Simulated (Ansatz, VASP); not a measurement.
**One calculation of AlN, two programs**

```
CELL_PARAMETERS angstrom
0.00000 2.01887 2.01887
2.01887 0.00000 2.01887
2.01887 2.01887 0.00000
ATOMIC_POSITIONS crystal
Al 0.50000 0.50000 0.50000
N 0.00000 0.00000 0.00000
```

Alike in both runs: functional r2SCAN; k mesh 10 × 10 × 10; occupations gaussian, width 0.02 eV; no spin polarisation.

Ansatz relaxed the structure, and its values are those at the end. VASP's run is a single point on that final structure, the one shown.

|  | VASP | Ansatz |
| --- | --- | --- |
| version | VASP 6.6.1 | Ansatz 0.2.0 |
| potentials or method | VASP PAW PBE potentials, release 64 (Al, N), cutoff 660 eV | scalar-relativistic, plane waves, PAW |
| valence electrons in the cell | 8 | 8 |

VASP gave:

```
gap on the k mesh at the Fermi level (eV) : 5.53
least direct gap on the mesh (eV)         : 6.58
pressure (GPa)                            : -0.7
```

Task: What did Ansatz give for the same quantities?

Result: gap on the k mesh at the Fermi level (eV): 5.52; least direct gap on the mesh (eV): 6.53; pressure (GPa): 0.0.

VASP's potentials were made for PBE, not for r2SCAN. The functional is the same, so the differences come from potentials, cutoffs and numerics.
